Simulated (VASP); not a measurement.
# TiN (Fm-3m) in VASP: a series of runs, part 2 of 2

VASP 6.6.1. The steps go on from the part before.

**4. Vibrations by perturbation theory, LDA**

This run uses another cell than the first one, of 9.08 Å³/atom.

File INCAR:

```
PREC = Accurate ; ENCUT = 520
EDIFF = 1E-8 ; ISMEAR = -1
SIGMA = 0.1 ; LREAL = F
LASPH = T ; NELM = 100
ALGO = Normal ; ISIF = 2
LWAVE = F ; LCHARG = F
GGA = CA ; NBANDS = 16
IBRION = 8 ; NSW = 1
```

File KPOINTS:

```
Automatic mesh
0
Gamma
  14 14 14
```

File POSCAR:

```
TiN
1.0
    0.0000000000      2.0860923620      2.0860923620
    2.0860923620      0.0000000000      2.0860923620
    2.0860923620      2.0860923620      0.0000000000
Ti N
1 1
Direct
    0.0000000000      0.0000000000      0.0000000000
    0.5000000000      0.5000000000      0.5000000000
```

Potentials or basis: VASP PAW LDA potentials, release 64 (Ti_sv, N).

The run is started by

```
$ cat potpaw_LDA.64/Ti_sv/POTCAR potpaw_LDA.64/N/POTCAR > POTCAR
$ mpirun -np 1 vasp_std > vasp.out
```

OUTCAR:

```text
PREC = Accurate
   ENCUT = 520
   EDIFF = 1E-8
   ISMEAR = -1
   LREAL = F
   LASPH = T
   NELM = 100
   ISIF = 2
   GGA = CA
   IBRION = 8
   NSW = 1

 ion  position               nearest neighbor table
   1  0.000  0.000  0.000-   2 2.09   2 2.09   2 2.09   2 2.09   2 2.09   2 2.09
   2  0.500  0.500  0.500-   1 2.09   1 2.09   1 2.09   1 2.09   1 2.09   1 2.09

  LATTYP: Found a face centered cubic cell.
 ALAT       =     4.1721847240

  Lattice vectors:

 A1 = (   0.0000000000,   2.0860923620,   2.0860923620)
 A2 = (   2.0860923620,   0.0000000000,   2.0860923620)
 A3 = (   2.0860923620,   2.0860923620,   0.0000000000)

Analysis of symmetry for initial positions (statically):
=====================================================================
 Subroutine PRICEL returns:
 Original cell was already a primitive cell.

 Routine SETGRP: Setting up the symmetry group for a
 face centered cubic supercell.

 Subroutine GETGRP returns: Found 48 space group operations
 (whereof 48 operations were pure point group operations)
 out of a pool of 48 trial point group operations.

The static configuration has the point symmetry O_h .

Analysis of symmetry for dynamics (positions and initial velocities):
=====================================================================
 Subroutine PRICEL returns:
 Original cell was already a primitive cell.

 Routine SETGRP: Setting up the symmetry group for a
 face centered cubic supercell.

 Subroutine GETGRP returns: Found 48 space group operations
 (whereof 48 operations were pure point group operations)
 out of a pool of 48 trial point group operations.

The dynamic configuration has the point symmetry O_h .

 Subroutine INISYM returns: Found 48 space group operations
[... 636 lines left out ...]
    total drift:                                0.000000     -0.000000     -0.000000

  FREE ENERGIE OF THE ION-ELECTRON SYSTEM (eV)
  ---------------------------------------------------
  free  energy   TOTEN  =       -21.6838700600 eV

  energy  without entropy=      -21.6561337284  energy(sigma->0) =      -21.67000189

[... ionic steps 2 to 3 ...]

--------------------------------------- Ionic step        4  -------------------------------------------

------------------------ aborting loop because EDIFF is reached ----------------------------------------

[... ionic steps 5 to 6 ...]

--------------------------------------- Ionic step        7  -------------------------------------------

 Free energy of the ion-electron system (eV)
  ---------------------------------------------------
  ---------------------------------------------------
  free energy    TOTEN  =        -0.22868506 eV

  energy without entropy =       -0.22868506

------------------------ aborting loop because EDIFF is reached ----------------------------------------

 INTERNAL STRAIN TENSOR  FOR ION    2  DIRECTION 1   (eV/Angst):
 -----------------------------------------------------------------------------
     0.02885 -0.00000  0.00000
    -0.00000 -0.01495  0.00000
     0.00000  0.00000 -0.01495

 INTERNAL STRAIN TENSOR FOR ION    2 for displacements in x,y,z  (eV/Angst):
          X           Y           Z          XY          YZ          ZX
  --------------------------------------------------------------------------------
  x     0.00000     0.00000     0.00000     0.00000     0.00000     0.00000
  y     0.00000     0.00000     0.00000     0.00000     0.00000     0.00000
  z     0.00000     0.00000     0.00000     0.00000     0.00000     0.00000

 SECOND DERIVATIVES (NOT SYMMETRIZED)
 ------------------------------------
               1X          1Y          1Z          2X          2Y          2Z
  1X   -12.226205    0.000000    0.000000   12.226205    0.000000    0.000000
  1Y     0.000000  -12.226205    0.000000    0.000000   12.226205    0.000000
  1Z     0.000000    0.000000  -12.226205    0.000000    0.000000   12.226205
  2X    12.240130    0.000000    0.000000  -12.240130    0.000000    0.000000
  2Y     0.000000   12.240130    0.000000    0.000000  -12.240130    0.000000
  2Z     0.000000    0.000000   12.240130    0.000000    0.000000  -12.240130

 Eigenvectors and eigenvalues of the dynamical matrix
 ----------------------------------------------------

   1 f  =   16.615366 THz   104.397425 2PiTHz  554.228962 cm-1    68.715603 meV
             X         Y         Z           dx          dy          dz
      0.000000  0.000000  0.000000     0.000000    0.000000   -0.475455
      2.086092  2.086092  2.086092     0.000000    0.000000    0.879740
[... 21 lines left out ...]
   6 f/i=    0.003955 THz     0.024853 2PiTHz    0.131941 cm-1     0.016359 meV
             X         Y         Z           dx          dy          dz
      0.000000  0.000000  0.000000     0.060129    0.729754   -0.487632
      2.086092  2.086092  2.086092     0.032497    0.394396   -0.263541

--------------------------------------------------------------------------------------------------------

 ELASTIC MODULI CONTR FROM IONIC RELAXATION (kBar)
 Direction    XX          YY          ZZ          XY          YZ          ZX
 --------------------------------------------------------------------------------
 XX           0.0000      0.0000      0.0000      0.0000      0.0000      0.0000
 YY           0.0000      0.0000      0.0000      0.0000      0.0000      0.0000
 ZZ           0.0000      0.0000      0.0000      0.0000      0.0000      0.0000
 XY           0.0000      0.0000      0.0000      0.0000      0.0000      0.0000
 YZ           0.0000      0.0000      0.0000      0.0000      0.0000      0.0000
 ZX           0.0000      0.0000      0.0000      0.0000      0.0000      0.0000
 --------------------------------------------------------------------------------
```

OSZICAR:

```text
N       E                     dE             d eps       ncg     rms          rms(c)
DAV:   1     0.128242280808E+03    0.12824E+03   -0.82534E+03  3336   0.127E+03
DAV:   2    -0.194288644917E+02   -0.14767E+03   -0.13836E+03  3672   0.342E+02
[... 53 lines left out ...]
RMM:   8    -0.228687086679E+00   -0.44684E-05   -0.85713E-08 15687   0.152E-03    0.177E-04
RMM:   9    -0.228685515114E+00    0.15716E-05   -0.22074E-08 15847   0.624E-04    0.249E-05
RMM:  10    -0.228685250774E+00    0.26434E-06   -0.20560E-08 16031   0.267E-04    0.128E-05
RMM:  11    -0.228684891157E+00    0.35962E-06    0.21145E-08 15843   0.123E-04    0.749E-06
RMM:  12    -0.228685063259E+00   -0.17210E-06   -0.31789E-08 15447   0.622E-05    0.154E-06
RMM:  13    -0.228685062755E+00    0.50346E-09    0.16190E-08 16001   0.344E-05    0.920E-07
 Linear response finished
```

Run time: 4.9 min. Hardware: 1 thread of Intel Xeon 8259CL, shared host; peak memory 0.29 GiB.

What came out:

```yaml
Highest_phonon_frequency_at_Γ: 554 cm⁻¹
```

Phonon frequencies in cm⁻¹ (negative: imaginary):
| q point | frequencies |
| --- | --- |
| (0.000, 0.000, 0.000) | 0 0 0 554 554 554 |

Caveat: the cell stands under pressure or tension, which shifts response properties.

**5. Vibrations by perturbation theory, LDA**

This run uses another cell than the first one, of 9.08 Å³/atom.

File INCAR:

```
SYSTEM = TiN
  ALGO = Normal
  EDIFF = 1E-8
  ENCUT = 520
  GGA = CA
  IBRION = 8
  ISIF = 2
  ISMEAR = -1
  LASPH = .True.
  LCHARG = .False.
  LREAL = .False.
  LWAVE = .False.
  NBANDS = 16
  NELM = 60
  NSW = 1
  PREC = Accurate
  SIGMA = 0.1
```

File KPOINTS:

```
k-points
0
Gamma
  14 14 14
  0 0 0
```

POSCAR is that of step 4.

Potentials or basis: VASP PAW LDA potentials, release 64 (Ti_sv, N).

The run is started by

```
$ cat potpaw_LDA.64/Ti_sv/POTCAR potpaw_LDA.64/N/POTCAR > POTCAR
$ mpirun -np 1 vasp_std > vasp.out
```

OUTCAR:

```text
SYSTEM = TiN
   EDIFF = 1E-8
   ENCUT = 520
   GGA = CA
   IBRION = 8
   ISIF = 2
   ISMEAR = -1
   LASPH = .True.
   LREAL = .False.
   NELM = 60
   NSW = 1
   PREC = Accurate

 ion  position               nearest neighbor table
   1  0.000  0.000  0.000-   2 2.09   2 2.09   2 2.09   2 2.09   2 2.09   2 2.09
   2  0.500  0.500  0.500-   1 2.09   1 2.09   1 2.09   1 2.09   1 2.09   1 2.09

  LATTYP: Found a face centered cubic cell.
 ALAT       =     4.1721847240

  Lattice vectors:

 A1 = (   0.0000000000,   2.0860923620,   2.0860923620)
 A2 = (   2.0860923620,   0.0000000000,   2.0860923620)
 A3 = (   2.0860923620,   2.0860923620,   0.0000000000)

Analysis of symmetry for initial positions (statically):
=====================================================================
[... 687 lines left out ...]

------------------------ aborting loop because EDIFF is reached ----------------------------------------

 INTERNAL STRAIN TENSOR  FOR ION    2  DIRECTION 1   (eV/Angst):
 -----------------------------------------------------------------------------
     0.02885 -0.00000  0.00000
    -0.00000 -0.01495  0.00000
     0.00000  0.00000 -0.01495

 INTERNAL STRAIN TENSOR FOR ION    2 for displacements in x,y,z  (eV/Angst):
          X           Y           Z          XY          YZ          ZX
  --------------------------------------------------------------------------------
  x     0.00000     0.00000     0.00000     0.00000     0.00000     0.00000
  y     0.00000     0.00000     0.00000     0.00000     0.00000     0.00000
  z     0.00000     0.00000     0.00000     0.00000     0.00000     0.00000

 SECOND DERIVATIVES (NOT SYMMETRIZED)
 ------------------------------------
               1X          1Y          1Z          2X          2Y          2Z
  1X   -12.226205    0.000000    0.000000   12.226205    0.000000    0.000000
  1Y     0.000000  -12.226205    0.000000    0.000000   12.226205    0.000000
  1Z     0.000000    0.000000  -12.226205    0.000000    0.000000   12.226205
  2X    12.240130    0.000000    0.000000  -12.240130    0.000000    0.000000
  2Y     0.000000   12.240130    0.000000    0.000000  -12.240130    0.000000
  2Z     0.000000    0.000000   12.240130    0.000000    0.000000  -12.240130

 Eigenvectors and eigenvalues of the dynamical matrix
 ----------------------------------------------------

   1 f  =   16.615366 THz   104.397425 2PiTHz  554.228962 cm-1    68.715603 meV
             X         Y         Z           dx          dy          dz
      0.000000  0.000000  0.000000     0.000000    0.000000   -0.475455
      2.086092  2.086092  2.086092     0.000000    0.000000    0.879740
[... 21 lines left out ...]
   6 f/i=    0.003955 THz     0.024853 2PiTHz    0.131941 cm-1     0.016359 meV
             X         Y         Z           dx          dy          dz
      0.000000  0.000000  0.000000     0.060129    0.729754   -0.487632
      2.086092  2.086092  2.086092     0.032497    0.394396   -0.263541

--------------------------------------------------------------------------------------------------------

 ELASTIC MODULI CONTR FROM IONIC RELAXATION (kBar)
 Direction    XX          YY          ZZ          XY          YZ          ZX
 --------------------------------------------------------------------------------
 XX           0.0000      0.0000      0.0000      0.0000      0.0000      0.0000
 YY           0.0000      0.0000      0.0000      0.0000      0.0000      0.0000
 ZZ           0.0000      0.0000      0.0000      0.0000      0.0000      0.0000
 XY           0.0000      0.0000      0.0000      0.0000      0.0000      0.0000
 YZ           0.0000      0.0000      0.0000      0.0000      0.0000      0.0000
 ZX           0.0000      0.0000      0.0000      0.0000      0.0000      0.0000
 --------------------------------------------------------------------------------
```

OSZICAR:

```text
N       E                     dE             d eps       ncg     rms          rms(c)
DAV:   1     0.128242280808E+03    0.12824E+03   -0.82534E+03  3336   0.127E+03
DAV:   2    -0.194288644917E+02   -0.14767E+03   -0.13836E+03  3672   0.342E+02
[... 53 lines left out ...]
RMM:   8    -0.228687086679E+00   -0.44684E-05   -0.85713E-08 15687   0.152E-03    0.177E-04
RMM:   9    -0.228685515114E+00    0.15716E-05   -0.22074E-08 15847   0.624E-04    0.249E-05
RMM:  10    -0.228685250774E+00    0.26434E-06   -0.20560E-08 16031   0.267E-04    0.128E-05
RMM:  11    -0.228684891157E+00    0.35962E-06    0.21145E-08 15843   0.123E-04    0.749E-06
RMM:  12    -0.228685063259E+00   -0.17210E-06   -0.31789E-08 15447   0.622E-05    0.154E-06
RMM:  13    -0.228685062755E+00    0.50346E-09    0.16190E-08 16001   0.344E-05    0.920E-07
 Linear response finished
```

stdout:

```text
POSCAR found type information on POSCAR TiN
 POSCAR found :  2 types and       2 ions
 scaLAPACK will be used
 LDA part: xc-table for (Slater(with rela. corr.)+CA(PZ))
 , standard interpolation
 POSCAR, INCAR and KPOINTS ok, starting setup
 FFT: planning ... GRIDC
 FFT: planning ... GRID_SOFT
 FFT: planning ... GRID
 WAVECAR not read
 entering main loop
 Linear response reoptimize wavefunctions to high precision
 Linear response DOF=           2
 Linear response progress:
 first order change of Fermi-energy   0.72537E-03
 force on displaced ion       1 direction 1 : -12.226   0.000   0.000
 Linear response progress:
 first order change of Fermi-energy  -0.10524E-03
 force on displaced ion       2 direction 1 : -12.240   0.000   0.000
 Linear response finished
```

It took 5.2 min on 1 thread of Intel Xeon 8259CL, shared host; peak memory 0.3 GiB.

What came out:

```yaml
Highest_phonon_frequency_at_Γ: 554 cm⁻¹
```

Phonon frequencies in cm⁻¹ (negative: imaginary):
```
              q point        frequencies
(0.000, 0.000, 0.000)  0 0 0 554 554 554
```

Caveat: the cell stands under pressure or tension, which shifts response properties.

**6. Vibrations by perturbation theory, LDA (9.26 Å³/atom)**

This run uses another cell than the first one, of 9.26 Å³/atom.

File INCAR:

```
SYSTEM = TiN
PREC     = Accurate       ! precision mode
ENCUT    = 520            ! plane-wave cutoff, eV
EDIFF    = 1E-8           ! SCF threshold, eV
ISMEAR   = -1             ! smearing method
SIGMA    = 0.1            ! smearing width, eV
LREAL    = .False.        ! projectors in reciprocal space
LASPH    = .True.         ! aspherical terms in the spheres
NELM     = 100            ! most SCF steps
ALGO     = Normal         ! electronic algorithm
ISIF     = 2              ! what is computed and relaxed
LWAVE    = .False.        ! write WAVECAR
LCHARG   = .False.        ! write CHGCAR
IBRION   = 8              ! ionic algorithm
NSW      = 1              ! ionic steps
```

File KPOINTS:

```
regular mesh
0
Gamma
  14 14 14
  0 0 0
```

File POSCAR:

```
TiN
1.0
    0.0000000000      2.0999079458      2.0999079458
    2.0999079458      0.0000000000      2.0999079458
    2.0999079458      2.0999079458      0.0000000000
Ti N
1 1
Direct
    0.0000000000      0.0000000000      0.0000000000
    0.5000000000      0.5000000000      0.5000000000
```

Potentials or basis: VASP PAW LDA potentials, release 64 (Ti_sv, N).

The run is started by

```
$ cat potpaw_LDA.64/Ti_sv/POTCAR potpaw_LDA.64/N/POTCAR > POTCAR
$ mpirun -np 1 vasp_std > vasp.out
```

OUTCAR:

```text
SYSTEM = TiN
   PREC = Accurate
   ENCUT = 520
   EDIFF = 1E-8
   ISMEAR = -1
   LREAL = .False.
   LASPH = .True.
   NELM = 100
   ISIF = 2
   IBRION = 8
   NSW = 1

 ion  position               nearest neighbor table
   1  0.000  0.000  0.000-   2 2.10   2 2.10   2 2.10   2 2.10   2 2.10   2 2.10
   2  0.500  0.500  0.500-   1 2.10   1 2.10   1 2.10   1 2.10   1 2.10   1 2.10

  LATTYP: Found a face centered cubic cell.
 ALAT       =     4.1998158916

  Lattice vectors:

 A1 = (   0.0000000000,   2.0999079458,   2.0999079458)
 A2 = (   2.0999079458,   0.0000000000,   2.0999079458)
 A3 = (   2.0999079458,   2.0999079458,   0.0000000000)

Analysis of symmetry for initial positions (statically):
=====================================================================
 Subroutine PRICEL returns:
 Original cell was already a primitive cell.

 Routine SETGRP: Setting up the symmetry group for a
 face centered cubic supercell.
[... 588 lines left out ...]

 INTERNAL STRAIN TENSOR  FOR ION    2  DIRECTION 1   (eV/Angst):
 -----------------------------------------------------------------------------
     0.02779  0.00000 -0.00000
    -0.00000 -0.01443 -0.00000
     0.00000 -0.00000 -0.01443

 INTERNAL STRAIN TENSOR FOR ION    2 for displacements in x,y,z  (eV/Angst):
          X           Y           Z          XY          YZ          ZX
  --------------------------------------------------------------------------------
  x     0.00000     0.00000     0.00000     0.00000     0.00000     0.00000
  y     0.00000     0.00000     0.00000     0.00000     0.00000     0.00000
  z     0.00000     0.00000     0.00000     0.00000     0.00000     0.00000

 SECOND DERIVATIVES (NOT SYMMETRIZED)
 ------------------------------------
               1X          1Y          1Z          2X          2Y          2Z
  1X   -11.277168    0.000000    0.000000   11.277168    0.000000    0.000000
  1Y     0.000000  -11.277168    0.000000    0.000000   11.277168    0.000000
  1Z     0.000000    0.000000  -11.277168    0.000000    0.000000   11.277168
  2X    11.272712    0.000000    0.000000  -11.272712    0.000000    0.000000
  2Y     0.000000   11.272712    0.000000    0.000000  -11.272712    0.000000
  2Z     0.000000    0.000000   11.272712    0.000000    0.000000  -11.272712

 Eigenvectors and eigenvalues of the dynamical matrix
 ----------------------------------------------------

   1 f  =   15.948007 THz   100.204283 2PiTHz  531.968249 cm-1    65.955627 meV
             X         Y         Z           dx          dy          dz
      0.000000  0.000000  0.000000     0.000000    0.464543   -0.102594
      2.099908  2.099908  2.099908    -0.000000   -0.858891    0.189686
[... 21 lines left out ...]
   6 f/i=    0.001319 THz     0.008287 2PiTHz    0.043994 cm-1     0.005455 meV
             X         Y         Z           dx          dy          dz
      0.000000  0.000000  0.000000    -0.400598    0.763751    0.172857
      2.099908  2.099908  2.099908    -0.216669    0.413086    0.093492

--------------------------------------------------------------------------------------------------------

 ELASTIC MODULI CONTR FROM IONIC RELAXATION (kBar)
 Direction    XX          YY          ZZ          XY          YZ          ZX
 --------------------------------------------------------------------------------
 XX           0.0000      0.0000      0.0000      0.0000      0.0000      0.0000
 YY           0.0000      0.0000      0.0000      0.0000      0.0000      0.0000
 ZZ           0.0000      0.0000      0.0000      0.0000      0.0000      0.0000
 XY           0.0000      0.0000      0.0000      0.0000      0.0000      0.0000
 YZ           0.0000      0.0000      0.0000      0.0000      0.0000      0.0000
 ZX           0.0000      0.0000      0.0000      0.0000      0.0000      0.0000
 --------------------------------------------------------------------------------
```

OSZICAR:

```text
N       E                     dE             d eps       ncg     rms          rms(c)
DAV:   1     0.136889202491E+03    0.13689E+03   -0.89177E+03  2496   0.168E+03
DAV:   2    -0.140082920425E+02   -0.15090E+03   -0.14451E+03  2608   0.411E+02
DAV:   3    -0.261544407188E+02   -0.12146E+02   -0.11862E+02  3132   0.112E+02
[... 91 lines left out ...]
RMM:  25    -0.228409267874E+00   -0.83919E-09   -0.19141E-07  7890   0.187E-05    0.291E-06
RMM:  26    -0.228409268316E+00   -0.44195E-09   -0.21177E-07  7412   0.171E-05    0.330E-06
RMM:  27    -0.228409268190E+00    0.12599E-09   -0.11993E-07  7453   0.161E-05    0.353E-06
RMM:  28    -0.228409268159E+00    0.31368E-10   -0.14955E-07  7044   0.151E-05    0.366E-06
RMM:  29    -0.228409268228E+00   -0.69060E-10   -0.79083E-08  7040   0.142E-05    0.374E-06
 Linear response finished
```

It took 8.7 min on 1 thread of Intel Xeon 8259CL, shared host; peak memory 0.27 GiB.

What came out:

```
Highest phonon frequency at Γ : 532 cm⁻¹
```

Phonon frequencies in cm⁻¹ (negative: imaginary):
```tsv
q point	frequencies
(0.000, 0.000, 0.000)	0 0 0 532 532 532
```

Caveat: the cell stands under pressure or tension, which shifts response properties.
